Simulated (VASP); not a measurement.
# Ba3MgTi4O12 (a cell with a defect) in VASP: electric field gradients with PBE

Aim: the electric field gradients of Ba3MgTi4O12 (a cell with a defect) with PBE.

Program: VASP 6.6.1. These are calculated values, not measurements. Logs are shortened: lines on timing, memory, paths and dates and some standing lists are left out, and cuts for length are marked.

### Step 1. The cell of the first run

The cell holds a defect, 20 atoms: a = 6.939 Å, b = 6.939 Å, c = 6.939 Å, α = 109.47°, β = 109.47°, γ = 109.47°.

### Step 2. Electric field gradients, PBE

File INCAR:

```
SYSTEM = Ba3MgTi4O12
PREC = Accurate ; ENCUT = 520
EDIFF = 1E-8 ; ISMEAR = -1
SIGMA = 0.01 ; LREAL = Auto
LASPH = .True. ; NELM = 60
ALGO = Normal ; ISIF = 2
LWAVE = .False. ; LCHARG = .False.
GGA = PE ; LEFG = .True.
NBANDS = 92
```

File KPOINTS:

```
regular mesh
0
Gamma
  3 3 3
  0 0 0
```

File POSCAR:

```
Ba3MgTi4O12
1.0
   -4.0060000000      4.0060000000      4.0060000000
    4.0060000000     -4.0060000000      4.0060000000
    4.0060000000      4.0060000000     -4.0060000000
Mg Ba Ti O
1 3 4 12
Direct
    0.5000000000      0.5000000000      0.5000000000
    0.0000000000      0.0000000000      0.5000000000
    0.0000000000      0.5000000000      0.0000000000
    0.5000000000      0.0000000000      0.0000000000
    0.0000000000      0.0000000000      0.0000000000
    0.5000000000      0.5000000000      0.0000000000
    0.5000000000      0.0000000000      0.5000000000
    0.0000000000      0.5000000000      0.5000000000
    0.0000000000      0.2500000000      0.2500000000
    0.5000000000      0.7500000000      0.2500000000
    0.5000000000      0.2500000000      0.7500000000
    0.0000000000      0.7500000000      0.7500000000
    0.2500000000      0.0000000000      0.2500000000
    0.7500000000      0.5000000000      0.2500000000
    0.7500000000      0.0000000000      0.7500000000
    0.2500000000      0.5000000000      0.7500000000
    0.2500000000      0.2500000000      0.0000000000
    0.7500000000      0.7500000000      0.0000000000
    0.7500000000      0.2500000000      0.5000000000
    0.2500000000      0.7500000000      0.5000000000
```

Potentials or basis: VASP PAW PBE potentials, release 64 (Mg, Ba_sv, Ti_sv, O).

The run is started by

```console
> cat potpaw_PBE.64/Mg/POTCAR potpaw_PBE.64/Ba_sv/POTCAR potpaw_PBE.64/Ti_sv/POTCAR potpaw_PBE.64/O/POTCAR > POTCAR
> mpirun -np 1 vasp_std > vasp.out
```

OUTCAR:

```text
SYSTEM = Ba3MgTi4O12
   PREC = Accurate
   ENCUT = 520
   EDIFF = 1E-8
   ISMEAR = -1
   LREAL = Auto
   LASPH = .True.
   NELM = 60
   ISIF = 2
   GGA = PE

 ion  position               nearest neighbor table
   1  0.500  0.500  0.500-   2 4.01   3 4.01   4 4.01   4 4.01   3 4.01   2 4.01
   2  0.000  0.000  0.500-   9 2.83  11 2.83  12 2.83  13 2.83  15 2.83  16 2.83  17 2.83  19 2.83
                            20 2.83  18 2.83  14 2.83  10 2.83   5 3.47   5 3.47   6 3.47   8 3.47
   3  0.000  0.500  0.000-   9 2.83  10 2.83  12 2.83  13 2.83  14 2.83  16 2.83  17 2.83  18 2.83
                            20 2.83  19 2.83  15 2.83  11 2.83   5 3.47   8 3.47   6 3.47   5 3.47
   4  0.500  0.000  0.000-   9 2.83  10 2.83  11 2.83  13 2.83  14 2.83  15 2.83  17 2.83  18 2.83
                            19 2.83  20 2.83  16 2.83  12 2.83   5 3.47   7 3.47   6 3.47   6 3.47
   5  0.000  0.000  0.000-   9 2.00  12 2.00  13 2.00  15 2.00  17 2.00  18 2.00   2 3.47   3 3.47
                             4 3.47   2 3.47   3 3.47   4 3.47
   6  0.500  0.500  0.000-  10 2.00  11 2.00  14 2.00  16 2.00  17 2.00  18 2.00   2 3.47   3 3.47
                             4 3.47   4 3.47   3 3.47   2 3.47
   7  0.500  0.000  0.500-  10 2.00  11 2.00  13 2.00  15 2.00  19 2.00  20 2.00   2 3.47   3 3.47
                             4 3.47   4 3.47   2 3.47   3 3.47
   8  0.000  0.500  0.500-   9 2.00  12 2.00  14 2.00  16 2.00  19 2.00  20 2.00   2 3.47   3 3.47
                             4 3.47   3 3.47   2 3.47   4 3.47
   9  0.000  0.250  0.250-   5 2.00   8 2.00   2 2.83   3 2.83   4 2.83
  10  0.500  0.750  0.250-   6 2.00   7 2.00   2 2.83   4 2.83   3 2.83
  11  0.500  0.250  0.750-   6 2.00   7 2.00   3 2.83   4 2.83   2 2.83
  12  0.000  0.750  0.750-   5 2.00   8 2.00   4 2.83   2 2.83   3 2.83
  13  0.250  0.000  0.250-   5 2.00   7 2.00   2 2.83   4 2.83   3 2.83
  14  0.750  0.500  0.250-   6 2.00   8 2.00   2 2.83   3 2.83   4 2.83
  15  0.750  0.000  0.750-   5 2.00   7 2.00   4 2.83   2 2.83   3 2.83
  16  0.250  0.500  0.750-   6 2.00   8 2.00   3 2.83   4 2.83   2 2.83
  17  0.250  0.250  0.000-   5 2.00   6 2.00   3 2.83   4 2.83   2 2.83
  18  0.750  0.750  0.000-   5 2.00   6 2.00   4 2.83   2 2.83   3 2.83
  19  0.750  0.250  0.500-   7 2.00   8 2.00   2 2.83   3 2.83   4 2.83
  20  0.250  0.750  0.500-   7 2.00   8 2.00   2 2.83   4 2.83   3 2.83

  LATTYP: Found a body centered cubic cell.
 ALAT       =     8.0120000000

  Lattice vectors:

 A1 = (  -4.0060000000,   4.0060000000,   4.0060000000)
 A2 = (   4.0060000000,  -4.0060000000,   4.0060000000)
 A3 = (   4.0060000000,   4.0060000000,  -4.0060000000)

Analysis of symmetry for initial positions (statically):
=====================================================================
[... 567 lines left out ...]
  Total       -3.2167480     -3.2167480     -3.2167480      0.0000000     -0.0000000      0.0000000
  in kB      -20.0417110    -20.0417110    -20.0417110      0.0000000     -0.0000000      0.0000000
  external PRESSURE =     -20.0417110 kB  Pullay stress =       0.0000000 kB

 VOLUME and BASIS-vectors are now :
 -----------------------------------------------------------------------------
  energy-cutoff  :      520.00
  volume of cell :      257.15
      direct lattice vectors                 reciprocal lattice vectors
    -4.006000000  4.006000000  4.006000000     0.000000000  0.124812781  0.124812781
     4.006000000 -4.006000000  4.006000000     0.124812781  0.000000000  0.124812781
     4.006000000  4.006000000 -4.006000000     0.124812781  0.124812781  0.000000000

 POSITION                                       TOTAL-FORCE (eV/Angst)
 -----------------------------------------------------------------------------------
      2.00300      2.00300      2.00300        -0.000000     -0.000000     -0.000000
      2.00300      2.00300     -2.00300        -0.000000     -0.000000     -0.000000
      2.00300     -2.00300      2.00300        -0.000000     -0.000000     -0.000000
     -2.00300      2.00300      2.00300        -0.000000     -0.000000     -0.000000
      0.00000      0.00000      0.00000        -0.000000     -0.000000     -0.000000
      0.00000      0.00000      4.00600        -0.000000     -0.000000     -0.000000
[... 12 lines left out ...]
      0.00000      4.00600      2.00300         0.289115     -0.289115     -0.000000
      4.00600      0.00000      2.00300        -0.289115      0.289115     -0.000000
 -----------------------------------------------------------------------------------
    total drift:                                0.000000      0.000000     -0.000000

  FREE ENERGIE OF THE ION-ELECTRON SYSTEM (eV)
  ---------------------------------------------------
  free  energy   TOTEN  =      -156.3420286832 eV

  energy  without entropy=     -156.3420286832  energy(sigma->0) =     -156.34202868

 Electric field gradients (V/A^2)
---------------------------------------------------------------------
 ion       V_xx      V_yy      V_zz      V_xy      V_xz      V_yz
---------------------------------------------------------------------
   1       0.000    -0.000     0.000    -0.000    -0.000    -0.000
   2       8.772     8.772   -17.544    -0.000    -0.000    -0.000
   3       8.772   -17.544     8.772    -0.000    -0.000    -0.000
   4     -17.544     8.772     8.772    -0.000    -0.000    -0.000
   5       0.000    -0.000     0.000     1.043     1.043     1.043
   6       0.000     0.000    -0.000     1.043    -1.045    -1.045
[... 12 lines left out ...]
  19      -9.747    -9.747    19.494   -10.282     0.002     0.002
  20      -9.747    -9.747    19.494   -10.282     0.002     0.002
---------------------------------------------------------------------

 Electric field gradients after diagonalization (V/A^2)
 (convention: |V_zz| > |V_xx| > |V_yy|)
----------------------------------------------------------------------
 ion       V_xx      V_yy      V_zz     asymmetry (V_yy - V_xx)/ V_zz
----------------------------------------------------------------------
   1       0.000     0.000    -0.000       0.000
   2       8.772     8.772   -17.544       0.000
   3       8.772     8.772   -17.544       0.000
   4       8.772     8.772   -17.544       0.000
   5      -1.043    -1.043     2.086       0.000
   6      -1.046    -1.043     2.088       0.001
[... 12 lines left out ...]
  19      19.494     0.535   -20.029       0.947
  20      19.494     0.535   -20.029       0.947
----------------------------------------------------------------------

           NMR quadrupolar parameters

 Cq : quadrupolar parameter    Cq=e*Q*V_zz/h
 eta: asymmetry parameters     (V_yy - V_xx)/ V_zz
 Q  : nuclear electric quadrupole moment in mb (millibarn)
----------------------------------------------------------------------
 ion       Cq(MHz)       eta       Q (mb)
----------------------------------------------------------------------
   1      -0.000       0.000       1.000
   2      -0.042       0.000       1.000
   3      -0.042       0.000       1.000
   4      -0.042       0.000       1.000
   5       0.005       0.000       1.000
   6       0.005       0.001       1.000
[... 12 lines left out ...]
  19      -0.048       0.947       1.000
  20      -0.048       0.947       1.000
----------------------------------------------------------------------
```

It took 5.6 min on 1 thread of Intel Xeon Platinum 8375C at 2.90GHz (Ice Lake), shared host; peak memory 0.42 GiB.

Results:

```yaml
Free_energy: -156.3420 eV
Pressure: -2.0 GPa
Largest_force: 0.409 eV/Å
Band_gap_on_the_k_mesh: 1.77 eV
```

Forces on the atoms (eV/Å):
```
Mg   0.000  0.000  0.000
Ba   0.000  0.000  0.000
Ba   0.000  0.000  0.000
Ba   0.000  0.000  0.000
Ti   0.000  0.000  0.000
Ti   0.000  0.000  0.000
Ti   0.000  0.000  0.000
Ti   0.000  0.000  0.000
O    0.000  0.289  0.289
O    0.000  0.289 -0.289
O    0.000 -0.289  0.289
O    0.000 -0.289 -0.289
O    0.289  0.000  0.289
O    0.289  0.000 -0.289
O   -0.289  0.000 -0.289
O   -0.289  0.000  0.289
O    0.289  0.289  0.000
O   -0.289 -0.289  0.000
O    0.289 -0.289  0.000
O   -0.289  0.289  0.000
```

Electric field gradients, principal values (V/Å²):
```tsv
atom	least	middle	greatest (by size)
1 Mg	0.000	0.000	0.000
2 Ba	8.772	8.772	-17.544
3 Ba	8.772	8.772	-17.544
4 Ba	8.772	8.772	-17.544
5 Ti	-1.043	-1.043	2.086
6 Ti	-1.043	-1.046	2.088
7 Ti	-1.043	-1.046	2.088
8 Ti	-1.043	-1.046	2.088
9 O	0.540	19.494	-20.034
10 O	0.535	19.494	-20.029
11 O	0.535	19.494	-20.029
12 O	0.540	19.494	-20.034
13 O	0.540	19.494	-20.034
14 O	0.535	19.494	-20.029
15 O	0.540	19.494	-20.034
16 O	0.535	19.494	-20.029
17 O	0.540	19.494	-20.034
18 O	0.540	19.494	-20.034
19 O	0.535	19.494	-20.029
20 O	0.535	19.494	-20.029
```

Caveat: without QUAD_EFG the Cq values of the log hold for a quadrupole moment of 1 mb, not for the nuclei; spin-orbit coupling is left out, which moves the levels of the heavy elements.
